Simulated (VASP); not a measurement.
Set up this calculation in VASP 6.6.1, as the native input.

```yaml
Task: relaxation of cell and atoms
Functional: PBE
Potentials_or_basis: VASP PAW PBE potentials, release 64 (Sc_sv, Bi_d, Te)
Cutoff: 600 eV
k_mesh: 6 × 6 × 8
Occupations: gaussian, width 0.1 eV
Spin: no spin polarisation
Dipole_correction: no
Further_INCAR_settings: ALGO = Normal; EDIFF = 1e-07; IBRION = 2; EDIFFG = -0.01; NSW = 100; ISIF = 3
```

The structure of ScBiTe3 lies in POSCAR:

```
ScBiTe3
1.0
    6.0769414318      0.0000000000      0.0000000000
    0.0000000000      6.0769414318      0.0000000000
    0.0000000000      0.0000000000      5.5259797817
Sc Bi Te
1 1 3
Direct
    0.5000000000      0.5000000000      0.0000000000
    0.0000000000      0.0000000000      0.0000000000
    0.0000000000      0.5000000000      0.0000000000
    0.5000000000      0.0000000000      0.0000000000
    0.5000000000      0.5000000000      0.5000000000
```

The cell was built from a structure type or drawn by symmetry, and may not be a known phase.

These files were run (other wordings do the same):

INCAR

```
SYSTEM = ScBiTe3
PREC = Accurate ; ENCUT = 600
EDIFF = 1E-7 ; ISMEAR = 0
SIGMA = 0.1 ; LREAL = .False.
LASPH = .True. ; NELM = 80
ALGO = Normal ; ISIF = 3
LWAVE = .False. ; LCHARG = .False.
GGA = PE ; IBRION = 2
NSW = 100 ; EDIFFG = -0.01
```

KPOINTS

```
regular mesh
0
Gamma
  6 6 8
  0 0 0
```

Potentials or basis: VASP PAW PBE potentials, release 64 (Sc_sv, Bi_d, Te).

The run is started by

```bash
$ cat potpaw_PBE.64/Sc_sv/POTCAR potpaw_PBE.64/Bi_d/POTCAR potpaw_PBE.64/Te/POTCAR > POTCAR
$ mpirun -np 1 vasp_std > vasp.out
```

It gave:

- Relaxed volume: 40.47 Å³/atom
- Relaxed cell: a = 6.050 Å, b = 6.050 Å, c = 5.529 Å, α = 90.00°, β = 90.00°, γ = 90.00°
- Space group after relaxing (to 0.1 Å): P4/mmm (No. 123)
- Energy gained by relaxing: 0.6 meV/atom
- Ionic steps: 4
- Pressure after relaxing: 0.0 GPa
- Band gap on the k mesh: zero (bands 22 and 23 overlap by 0.65 eV)

Caveat: spin-orbit coupling is left out, which moves the levels of the heavy elements.

Wall time 39 min on 1 thread of AMD EPYC 7R13 (shared host), peak memory 0.59 GiB.
